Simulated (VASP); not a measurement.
A run of VASP 6.6.1:

The input POSCAR:

```
BaTiO3
1.0
    3.7636721791      0.0000000000      0.0000000000
    0.0000000000      2.6613181200      2.6613181200
    0.0000000000     -2.6613181200      2.6613181200
Ba Ti O
1 1 3
Direct
    0.0000000000     -0.0040200000     -0.0040200000
    0.5000000000      0.4959800000      0.4959800000
    0.5000000000      0.9959800000      0.4959800000
    0.5000000000      0.4959800000      0.9959800000
    0.0000000000      0.4959800000      0.4959800000
```

File INCAR.step1:

```
SYSTEM = BaTiO3
  PREC = Accurate
  ENCUT = 520
  ISMEAR = 0
  SIGMA = 0.02
  LREAL = .FALSE.
  LASPH = .TRUE.
  NELM = 150
  LMAXMIX = 4
  LDAU = .TRUE.
  LDAUTYPE = 2
  LDAUL = -1 2 -1
  LDAUU = 0 4 0
  LDAUJ = 0 0 0
  NBANDS = 28
  GGA = PE
  ALGO = Normal
  EDIFF = 1E-4
  LWAVE = .TRUE.
  LCHARG = .FALSE.
```

INCAR.step2

```
SYSTEM = BaTiO3
  PREC = Accurate
  ENCUT = 520
  EDIFF = 1E-7
  ISMEAR = 0
  SIGMA = 0.02
  LREAL = .FALSE.
  LASPH = .TRUE.
  NELM = 150
  ALGO = Normal
  ISIF = 2
  LWAVE = .FALSE.
  LCHARG = .FALSE.
  LMAXMIX = 4
  LDAU = .TRUE.
  LDAUTYPE = 2
  LDAUL = -1 2 -1
  LDAUU = 0 4 0
  LDAUJ = 0 0 0
  LDAUPRINT = 1
  METAGGA = R2SCAN
  LMIXTAU = .TRUE.
  NBANDS = 28
  ISTART = 1
```

KPOINTS

```
Automatic mesh
0
G
  6 6 6
  0 0 0
```

Potentials or basis: VASP PAW PBE potentials, release 64 (Ba_sv, Ti_sv, O).

The run is started by

```console
$ cat potpaw_PBE.64/Ba_sv/POTCAR potpaw_PBE.64/Ti_sv/POTCAR potpaw_PBE.64/O/POTCAR > POTCAR
$ cp INCAR.step1 INCAR
$ mpirun -np 1 vasp_std > vasp.out
$ cp INCAR.step2 INCAR
$ mpirun -np 1 vasp_std > vasp.out
```

Hardware: 1 thread of AMD EPYC 9R14 (Zen 4) (shared host).

Q: Estimate the wall time of this run.

A: Wall time 99 s on 1 thread of AMD EPYC 9R14 (Zen 4), on a shared host, peak memory 0.15 GiB. Counts: k points 20.
